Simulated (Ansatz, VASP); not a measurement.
# One calculation of VSi2, two programs

INCAR

```
  PREC = Accurate
  ENCUT = 520
  EDIFF = 1E-7
  ISMEAR = -1
  SIGMA = 0.05
  LREAL = False
  LASPH = True
  NELM = 150
  ALGO = Normal
  ISIF = 2
  LWAVE = False
  LCHARG = False
  ISPIN = 2
  MAGMOM = 2 2 2 0 0 0 0 0 0
  LORBIT = 11
  LMAXMIX = 4
  NBANDS = 46
```

File KPOINTS:

```
regular mesh
0
Gamma
  7 7 4
```

POSCAR

```
VSi2
1.0
    4.5726000000      0.0000000000      0.0000000000
   -2.2863000000      3.9599877613      0.0000000000
    0.0000000000      0.0000000000      6.3744000000
V Si
3 6
Direct
    0.0000000000      0.5000000000      0.3333333333
    0.5000000000      0.5000000000      0.6666666667
    0.5000000000      0.0000000000      0.0000000000
    0.3252000000      0.1626000000      0.3333333333
    0.1626000000      0.8374000000      0.6666666667
    0.8374000000      0.6748000000      0.0000000000
    0.6748000000      0.8374000000      0.3333333333
    0.8374000000      0.1626000000      0.6666666667
    0.1626000000      0.3252000000      0.0000000000
```

The input input.yaml:

```yaml
crystal:
  lattice:
    - [4.5726, 0.0, 0.0]
    - [-2.2863, 3.9599877613, 0.0]
    - [0.0, 0.0, 6.3744]
  atoms:
    - { symbol: V, position: [0.0, 0.5, 0.3333333333], spin: 2.0 }
    - { symbol: V, position: [0.5, 0.5, 0.6666666667], spin: 2.0 }
    - { symbol: V, position: [0.5, 0.0, 0.0], spin: 2.0 }
    - { symbol: Si, position: [0.3252, 0.1626, 0.3333333333] }
    - { symbol: Si, position: [0.1626, 0.8374, 0.6666666667] }
    - { symbol: Si, position: [0.8374, 0.6748, 0.0] }
    - { symbol: Si, position: [0.6748, 0.8374, 0.3333333333] }
    - { symbol: Si, position: [0.8374, 0.1626, 0.6666666667] }
    - { symbol: Si, position: [0.1626, 0.3252, 0.0] }
kpoints:
  mp_grid: { grid: [7, 7, 4] }
  band_path:
    path:
      - [0.0, 0.0, 0.0]
      - [0.5, 0.0, 0.0]
      - [0.3333333333, 0.3333333333, 0.0]
      - [0.0, 0.0, 0.0]
      - [0.0, 0.0, 0.5]
      - [0.5, 0.0, 0.5]
      - [0.3333333333, 0.3333333333, 0.5]
      - [0.0, 0.0, 0.5]
    npoints: 12
scf:
  occupations: { method: fermi_dirac, width: 0.05 }
hamiltonian:
  xc: lda
  pseudopotentials: { kind: all_electron, lapw: { basis_error: 0.002 } }
magnetization:
  spin_polarized: true
output:
  forces: true
  stress: true
  eigenvalues: true
```

Alike in both runs: functional LDA; k mesh 7 × 7 × 4; occupations fermi-dirac, width 0.05 eV; collinear spin.

|  | VASP | Ansatz |
| --- | --- | --- |
| version | VASP 6.6.1 | Ansatz 0.2.0 |
| potentials or method | VASP PAW LDA potentials, release 64 (V_sv, Si), cutoff 520 eV | all-electron LAPW, scalar-relativistic |
| task | single point | band structure |

```tsv
	VASP	Ansatz	Ansatz less VASP
gap on the k mesh at the Fermi level (eV)	none	none	-
pressure (GPa)	-8.6	-8.9	-0.24
traceless stress, the component that is largest in VASP (GPa)	-0.13	-0.18	-0.046
rms of the force components (eV/Å)	0.033	0.034	+0.0003
net moment per atom (μB)	0.00	0.00	0.000
```

LDA's correlation is that of Perdew and Zunger in VASP and of Perdew and Wang (1992) in Ansatz. Atom by atom the forces differ by 0.000 eV/Å (rms over components). A gap of «none» marks a metal or a gap that the smearing closes. Ansatz ran all-electron here, and VASP with PAW potentials.
